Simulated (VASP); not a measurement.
## Mg: relaxation of the atoms with PBE

Mg:

```
Mg
1.0
     3.20930    0.00000    0.00000
    -1.60465    2.77934    0.00000
     0.00000    0.00000    5.21030
Mg
2
Direct
  0.66667 0.33333 0.75000
  0.33333 0.66667 0.25000
```

```json
{"Program": "VASP 6.6.1", "Task": "relaxation of the atoms", "Functional": "PBE", "Potentials or basis": "VASP PAW PBE potentials, release 64 (Mg)", "Cutoff": "520 eV", "k mesh": "10 × 10 × 5", "Occupations": "fermi-dirac, width 0.05 eV", "Spin": "no spin polarisation", "Dipole correction": "no", "Further INCAR settings": "ALGO = Normal; EDIFF = 1e-07; IBRION = 2; EDIFFG = -0.02; NSW = 80"}
```

The pressure after relaxing is -0.5 GPa and the band gap on the k mesh is zero (bands 2 and 3 overlap by 1.91 eV).

Stress tensor (GPa, compression positive):
```
-0.88  0.00  0.00
 0.00 -0.88  0.00
 0.00  0.00  0.28
```

Final structure:
```yaml
crystal:
  lattice:
    - [3.20930, 0.00000, 0.00000]
    - [-1.60465, 2.77934, 0.00000]
    - [0.00000, 0.00000, 5.21030]
  atoms:
    - { symbol: Mg, position: [0.66667, 0.33333, 0.75000] }
    - { symbol: Mg, position: [0.33333, 0.66667, 0.25000] }
```

Levels at points of the mesh, in eV from the Fermi level:
| k point | band 1 | band 2 | band 3 | band 4 | band 5 | band 6 |
| --- | --- | --- | --- | --- | --- | --- |
| (0.00, 0.00, 0.00) | -6.91 | -1.69 | -1.27 | 10.84 | 10.85 | 10.93 |
| (0.50, 0.00, 0.00) | -2.15 | -2.15 | 2.62 | 2.99 | 3.22 | 3.63 |

Run time: 18 s on 1 thread of AMD EPYC 7R13 (shared host), peak memory 0.13 GiB.

Caveat: the relaxation stopped at its first step, so nothing moved.
